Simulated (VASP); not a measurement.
Wanted: the native input for a VASP 6.6.1 run.

- Task: single point
- Functional: PBE
- Dispersion: D3(BJ)
- Potentials or basis: VASP PAW PBE potentials, release 64 (Na_sv, C)
- Cutoff: 1130 eV
- k mesh: 6 × 6 × 4
- Occupations: gaussian, width 0.1 eV
- Spin: collinear spin
- Starting moments: [0.0, 1.0, 1.0, 1.0, 1.0, 1.0, 1.0, 1.0, 1.0] μB
- Dipole correction: no
- Further INCAR settings: ALGO = Normal; EDIFF = 1e-06; NBANDS = 34

The structure of NaC8 lies in POSCAR:

```
NaC8
1.0
    4.9759647000      0.0000000000      0.0000000000
   -2.4879824000      4.3093119000      0.0000000000
    0.0000000000      0.0000000000      4.4859969000
Na C
1 8
Direct
    0.0000000000      0.0000000000      0.5000000000
    0.3346970000      0.1673485000      0.0000000000
    0.3333333000      0.6666667000      0.0000000000
    0.8326515000      0.1673485000      0.0000000000
    0.8326515000      0.6653030000      0.0000000000
    0.1673485000      0.3346970000      0.0000000000
    0.1673485000      0.8326515000      0.0000000000
    0.6666667000      0.3333333000      0.0000000000
    0.6653030000      0.8326515000      0.0000000000
```

These files were run (other wordings do the same):

INCAR

```
ALGO = Normal
EDIFF = 1E-6
ENCUT = 1130
GGA = PE
GGA_COMPAT = False
ISIF = 2
ISMEAR = 0
ISPIN = 2
IVDW = 12
LASPH = True
LCHARG = False
LORBIT = 11
LREAL = False
LWAVE = False
MAGMOM = 0 1 1 1 1 1 1 1 1
NBANDS = 34
NELM = 200
PREC = Accurate
SIGMA = 0.1
```

KPOINTS

```
k-points
0
Gamma
  6 6 4
```

Potentials or basis: VASP PAW PBE potentials, release 64 (Na_sv, C).

Command:

```bash
$ cat potpaw_PBE.64/Na_sv/POTCAR potpaw_PBE.64/C/POTCAR > POTCAR
$ mpirun -np 1 vasp_std > vasp.out
```

Results of the run:

```yaml
Pressure: 0.0 GPa
Largest_force: 0.014 eV/Å
Net_moment: 0.00 μB per cell
Valence_electrons_inside_the_program's_atomic_spheres: Na 7.54; C 2.64
Dispersion_energy_per_atom: -0.130 eV
```

It took 5.4 min on 1 thread of Intel(R) Xeon(R) Platinum 8488C (Sapphire Rapids), on a shared host, peak memory 0.68 GiB.
